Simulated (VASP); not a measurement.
# TaN (P6_3mc) in VASP: notebook, part 2 of 3

VASP 6.6.1. Earlier steps stand in the parts before.

### 4 Single point, PBEsol (strain +0.030 along x and y, -0.030 along z)

Input file INCAR:

```
SYSTEM = TaN
ALGO = Normal
EDIFF = 1E-6
ENCUT = 520
GGA = PS
ISIF = 2
ISMEAR = 0
LASPH = .True.
LCHARG = .True.
LELF = .True.
LREAL = .False.
LVHAR = .True.
LWAVE = .False.
NBANDS = 24
NELM = 80
PREC = Accurate
SIGMA = 0.15
```

Input file KPOINTS:

```
k-points
0
Gamma
  18 18 10
  0 0 0
```

Input file POSCAR:

```
TaN
1.0
    3.1415011232      0.0000000000      0.0000000000
   -1.5707505617      2.7206197787      0.0000000000
    0.0000000000      0.0000000000      4.7918000000
Ta N
2 2
Direct
    0.3333333333      0.6666666667      0.0000000000
    0.6666666667      0.3333333333      0.5000000000
    0.3333333333      0.6666666667      0.3850000000
    0.6666666667      0.3333333333      0.8850000000
```

Potentials or basis: VASP PAW PBE potentials, release 64 (Ta_pv, N).

Run with:

```bash
$ cat potpaw_PBE.64/Ta_pv/POTCAR potpaw_PBE.64/N/POTCAR > POTCAR
$ mpirun -np 1 vasp_std > vasp.out
```

OUTCAR:

```text
SYSTEM = TaN
   EDIFF = 1E-6
   ENCUT = 520
   GGA = PS
   ISIF = 2
   ISMEAR = 0
   LASPH = .True.
   LREAL = .False.
   NELM = 80
   PREC = Accurate

 ion  position               nearest neighbor table
   1  0.333  0.667  0.000-   3 1.84   4 1.90   4 1.90   4 1.90   2 3.00   2 3.00   2 3.00   2 3.00
                             2 3.00   2 3.00
   2  0.667  0.333  0.500-   4 1.84   3 1.90   3 1.90   3 1.90   1 3.00   1 3.00   1 3.00   1 3.00
                             1 3.00   1 3.00
   3  0.333  0.667  0.385-   1 1.84   2 1.90   2 1.90   2 1.90
   4  0.667  0.333  0.885-   2 1.84   1 1.90   1 1.90   1 1.90

  LATTYP: Found a hexagonal cell.
 ALAT       =     3.1415011232
 C/A-ratio  =     1.5253217529

  Lattice vectors:

 A1 = (   3.1415011232,   0.0000000000,   0.0000000000)
 A2 = (  -1.5707505617,   2.7206197787,   0.0000000000)
 A3 = (   0.0000000000,   0.0000000000,   4.7918000000)

Analysis of symmetry for initial positions (statically):
=====================================================================
 Subroutine PRICEL returns:
 Original cell was already a primitive cell.

 Routine SETGRP: Setting up the symmetry group for a
 hexagonal supercell.

 Subroutine GETGRP returns: Found 12 space group operations
 (whereof  6 operations were pure point group operations)
 out of a pool of 24 trial point group operations.

The static configuration has the point symmetry C_3v.
 The point group associated with its full space group is C_6v.

Analysis of symmetry for dynamics (positions and initial velocities):
=====================================================================
 Subroutine PRICEL returns:
 Original cell was already a primitive cell.

 Routine SETGRP: Setting up the symmetry group for a
 hexagonal supercell.

 Subroutine GETGRP returns: Found 12 space group operations
[... 119 lines left out ...]
   NELECT =      32.0000    total number of electrons
   NUPDOWN=      -1.0000    fix difference up-down
   EMIN   =  10.00;   EMAX   =-10.00  energy-range for DOS
   EFERMI =   0.00;   METHOD = LEGACY
   ISMEAR =     0;   SIGMA  =   0.15  broadening in eV -4-tet -1-fermi 0-gaus
   EFERMI_NEDOS =   21; number of points for ismear=-14 and -15
   IALGO  =     38    algorithm
   IMIX   =      4    mixing-type and parameters
     AMIX     =   0.40;   BMIX     =  1.00
     AMIX_MAG =   1.60;   BMIX_MAG =  1.00
  volume/ion in A,a.u.               =      10.24        69.09
  Fermi-wavevector in a.u.,A,eV,Ry     =   1.507846  2.849415 30.934188  2.273599
  Thomas-Fermi vector in A             =   2.618378
   LORBIT       =      0    0 simple, 1 ext, 2 COOP (PROOUT), +10 PAW based schemes
   GGA     = PS    functional components
   LHFCALC =     F    Hartree Fock is set to
   AEXX    =    0.0000 exact exchange contribution
   IVDW    =     0    specifies the selected vdW correction
   LEPSILON=     F    determine dielectric tensor
   LRPA    =     F    only Hartree local field effects (RPA)
 non-spin polarized calculation
 Gauss-broadening in eV      SIGMA  =   0.15
  energy-cutoff  :      520.00
  volume of cell :       40.95
 maximum number of plane-waves:      1114
 NGX is ok and might be reduce to    24
   NGX = 11   NGY = 11   NGZ = 17

 number of electron      31.9999995 magnetization

 Free energy of the ion-electron system (eV)
  ---------------------------------------------------
  ext. energy  EPLUGINS =         0.00000000
  ---------------------------------------------------
  free energy    TOTEN  =       -41.76737906 eV

  energy without entropy =      -41.74910599  energy(sigma->0) =      -41.75824252

 E-fermi :   9.2883     XC(G=0): -13.5369

 val. band max:        9.2835331719   @ k =   0.2222   0.1111   0.4000
 cond. band min:       9.2909296447   @ k =   0.1111   0.1111   0.4000
 fundamental gap:      0.0073964729
 Fermi energy:         9.2883035968

 k-point     1 :       0.0000    0.0000    0.0000
  band No.  band energies     occupation
      1     -26.8892      2.00000
      2     -25.7421      2.00000
      3     -25.7421      2.00000
      4     -25.5108      2.00000
      5     -25.5089      2.00000
      6     -25.5089      2.00000
[... 637 lines left out ...]
     23      15.9065      0.00000
     24      16.1277      0.00000

 [... further k-points ...]
[... 5 lines left out ...]
  --------------------------------------------------------------------------------------
  -------------------------------------------------------------------------------------
  Total       26.7507580     26.7507580     29.1641740     -0.0000000     -0.0000000      0.0000000
  in kB     1046.5088898   1046.5088898   1140.9234589     -0.0000000     -0.0000000      0.0000000
  external PRESSURE =    1077.9804128 kB  Pullay stress =       0.0000000 kB

 VOLUME and BASIS-vectors are now :
 -----------------------------------------------------------------------------
  energy-cutoff  :      520.00
  volume of cell :       40.95
      direct lattice vectors                 reciprocal lattice vectors
     3.141501123  0.000000000  0.000000000     0.318319160  0.183781653  0.000000000
    -1.570750562  2.720619779  0.000000000     0.000000000  0.367563306  0.000000000
     0.000000000  0.000000000  4.791800000     0.000000000  0.000000000  0.208689845

 POSITION                                       TOTAL-FORCE (eV/Angst)
 -----------------------------------------------------------------------------------
     -0.00000      1.81375      0.00000         0.000000     -0.000000     -0.856424
      1.57075      0.90687      2.39590        -0.000000      0.000000     -0.856424
     -0.00000      1.81375      1.84484         0.000000     -0.000000      0.856424
      1.57075      0.90687      4.24074        -0.000000      0.000000      0.856424
 -----------------------------------------------------------------------------------
    total drift:                               -0.000000     -0.000000     -0.000223

  FREE ENERGIE OF THE ION-ELECTRON SYSTEM (eV)
  ---------------------------------------------------
  free  energy   TOTEN  =       -41.7673790588 eV

  energy  without entropy=      -41.7491059872  energy(sigma->0) =      -41.75824252
```

OSZICAR:

```text
N       E                     dE             d eps       ncg     rms          rms(c)
DAV:   1     0.286419272368E+03    0.28642E+03   -0.17810E+04 10656   0.143E+03
DAV:   2    -0.343225376831E+02   -0.32074E+03   -0.30604E+03 12936   0.425E+02
DAV:   3    -0.483168250720E+02   -0.13994E+02   -0.13806E+02 13080   0.881E+01
DAV:   4    -0.484491796077E+02   -0.13235E+00   -0.13221E+00 12176   0.909E+00
DAV:   5    -0.484505807406E+02   -0.14011E-02   -0.14005E-02 13232   0.808E-01    0.568E+01
DAV:   6    -0.419092470943E+02    0.65413E+01   -0.22793E+01 12496   0.366E+01    0.242E+01
DAV:   7    -0.418137036341E+02    0.95543E-01   -0.88964E-01 11328   0.759E+00    0.132E+01
DAV:   8    -0.417717083204E+02    0.41995E-01   -0.60123E-02 12952   0.174E+00    0.148E+00
DAV:   9    -0.417673285169E+02    0.43798E-02   -0.11588E-02 12552   0.746E-01    0.146E-01
DAV:  10    -0.417673931433E+02   -0.64626E-04   -0.48498E-04 12528   0.181E-01    0.704E-02
DAV:  11    -0.417673796246E+02    0.13519E-04   -0.42283E-05 12920   0.458E-02    0.113E-02
DAV:  12    -0.417673790588E+02    0.56573E-06   -0.22682E-06 10816   0.133E-02
   1 F= -.41767379E+02 E0= -.41758243E+02  d E =-.182731E-01
```

stdout:

```text
POSCAR found type information on POSCAR TaN
 POSCAR found :  2 types and       4 ions
 scaLAPACK will be used
 -----------------------------------------------------------------------------
|                                                                             |
|                                                                             |
|     You enforced a specific xc type in the INCAR file but a different       |
|     I HOPE YOU KNOW WHAT YOU ARE DOING!                                     |
|                                                                             |
 -----------------------------------------------------------------------------

 LDA part: xc-table for (Slater+PW92), standard interpolation
 POSCAR, INCAR and KPOINTS ok, starting setup
 FFT: planning ... GRIDC
 FFT: planning ... GRID_SOFT
 FFT: planning ... GRID
 WAVECAR not read
 entering main loop
```

It took 1.7 min on 1 thread of AMD EPYC 9R45 (Zen 5), shared host; peak memory 0.27 GiB.

Results:

```yaml
Free_energy: -41.7674 eV
Pressure: 107.8 GPa
Largest_force: 0.856 eV/Å
Band_gap_on_the_k_mesh: zero (band 16 reaches 10.45 eV, above the bottom of band 17 at 7.76 eV)
```

Forces on the atoms (eV/Å):
```
Ta   0.000  0.000 -0.856
Ta   0.000  0.000 -0.856
N    0.000  0.000  0.856
N    0.000  0.000  0.856
```

Caveat: the cell differs from its parent crystal (strain +0.030 along x and y, -0.030 along z); the PAW data sets were made with another functional, which shifts forces and pressure a little; spin-orbit coupling is left out, which moves the levels of the heavy elements.

### 5 Single point, PBEsol (strain +0.015 along x and y, +0.000 along z)

Input file INCAR:

```
PREC = Accurate
ENCUT = 520
EDIFF = 1E-7
ISMEAR = 0
SIGMA = 0.15
LREAL = False
LASPH = True
NELM = 100
ALGO = Normal
ISIF = 2
LWAVE = False
LCHARG = False
GGA = PS
NBANDS = 24
```

Input file KPOINTS:

```
Automatic mesh
0
Gamma
  18 18 10
```

Input file POSCAR:

```
TaN
1.0
    3.0957511069      0.0000000000      0.0000000000
   -1.5478755535      2.6809991023      0.0000000000
    0.0000000000      0.0000000000      4.9400000000
Ta N
2 2
Direct
    0.3333333333      0.6666666667      0.0000000000
    0.6666666667      0.3333333333      0.5000000000
    0.3333333333      0.6666666667      0.3850000000
    0.6666666667      0.3333333333      0.8850000000
```

Run with:

```bash
$ cat potpaw_PBE.64/Ta_pv/POTCAR potpaw_PBE.64/N/POTCAR > POTCAR
$ mpirun -np 1 vasp_std > vasp.out
```

Wall time 1.9 min (1 thread of AMD EPYC 9R45 (Zen 5), shared host); peak memory 0.27 GiB.

It converged, with:

* Free energy: -41.7741 eV
* Pressure: 108.1 GPa
* Largest force: 1.531 eV/Å
* Band gap on the k mesh: zero (band 16 reaches 10.42 eV, above the bottom of band 17 at 7.68 eV)

Forces in eV/Å, atoms in the order of the input:
```
Ta   0.000  0.000  1.531
Ta   0.000  0.000  1.531
N    0.000  0.000 -1.531
N    0.000  0.000 -1.531
```

Stress tensor (GPa, compression positive):
```
113.18   0.00   0.00
  0.00 113.18   0.00
  0.00   0.00  98.01
```

Levels at points of the mesh, in eV from the Fermi level:
```
           k point  band 12  band 13  band 14  band 15  band 16  band 17  band 18  band 19  band 20  band 21
(0.00, 0.00, 0.00)    -7.65    -7.65    -7.39    -0.90    -0.90    -0.36     2.00     2.56     2.56     4.50
(0.50, 0.00, 0.00)    -6.20    -6.14    -5.14    -2.42    -0.99     0.35     1.27     1.97     3.58     4.14
(0.00, 0.00, 0.50)    -8.23    -8.23    -8.23     1.16     1.16     1.16     1.16     1.82     1.82     6.67
(0.50, 0.00, 0.50)    -6.46    -6.39    -6.39    -0.42    -0.42     2.06     2.06     2.13     2.13     4.93
```

Caveat: the cell differs from its parent crystal (strain +0.015 along x and y, +0.000 along z); the PAW data sets were made with another functional, which shifts forces and pressure a little; spin-orbit coupling is left out, which moves the levels of the heavy elements.

### 6 Single point, PBEsol (strain +0.030 along x and y, +0.000 along z)

Input file INCAR:

```
SYSTEM = TaN
ALGO = Normal ; EDIFF = 1E-6
ENCUT = 520 ; GGA = PS
ISIF = 2 ; ISMEAR = 0
LASPH = .True. ; LCHARG = .False.
LREAL = .False. ; LWAVE = .False.
NBANDS = 24 ; NELM = 100
PREC = Accurate ; SIGMA = 0.15
```

Input file KPOINTS:

```
k-points
0
Gamma
  18 18 10
  0 0 0
```

Edit POSCAR of step 5 so:

```diff
@@ -2,4 +2,4 @@
 1.0
-    3.0957511069      0.0000000000      0.0000000000
-   -1.5478755535      2.6809991023      0.0000000000
+    3.1415011232      0.0000000000      0.0000000000
+   -1.5707505617      2.7206197787      0.0000000000
     0.0000000000      0.0000000000      4.9400000000
```

Potentials or basis: VASP PAW PBE potentials, release 64 (Ta_pv, N).

Run with:

```bash
$ cat potpaw_PBE.64/Ta_pv/POTCAR potpaw_PBE.64/N/POTCAR > POTCAR
$ mpirun -np 1 vasp_std > vasp.out
```

Wall time 1.7 min (1 thread of AMD EPYC 9R45 (Zen 5), shared host); peak memory 0.28 GiB.

The run converged. Its results:

| Property | Result |
| --- | --- |
| Free energy | -42.5528 eV |
| Pressure | 89.3 GPa |
| Largest force | 0.815 eV/Å |
| Band gap on the k mesh | zero (band 16 reaches 10.07 eV, above the bottom of band 17 at 7.44 eV) |

Forces in eV/Å, atoms in the order of the input:
```
Ta   0.000  0.000  0.815
Ta   0.000  0.000  0.815
N    0.000  0.000 -0.815
N    0.000  0.000 -0.815
```

Stress tensor (GPa, compression positive):
```
91.34  0.00  0.00
 0.00 91.34  0.00
 0.00  0.00 85.35
```

Levels at points of the mesh, in eV from the Fermi level:
| k point | band 12 | band 13 | band 14 | band 15 | band 16 | band 17 | band 18 | band 19 | band 20 | band 21 |
| --- | --- | --- | --- | --- | --- | --- | --- | --- | --- | --- |
| (0.00, 0.00, 0.00) | -7.45 | -7.45 | -7.24 | -0.95 | -0.95 | -0.41 | 1.84 | 2.46 | 2.46 | 4.45 |
| (0.50, 0.00, 0.00) | -6.10 | -6.05 | -5.11 | -2.39 | -0.93 | 0.27 | 1.12 | 1.90 | 3.40 | 3.97 |
| (0.00, 0.00, 0.50) | -8.04 | -8.04 | -8.04 | 1.12 | 1.12 | 1.12 | 1.12 | 1.73 | 1.73 | 6.60 |
| (0.50, 0.00, 0.50) | -6.41 | -6.31 | -6.31 | -0.38 | -0.38 | 1.98 | 1.98 | 2.00 | 2.00 | 4.87 |

Caveat: the cell differs from its parent crystal (strain +0.030 along x and y, +0.000 along z); the PAW data sets were made with another functional, which shifts forces and pressure a little; spin-orbit coupling is left out, which moves the levels of the heavy elements.

(Part 2 of 3 ends here.)
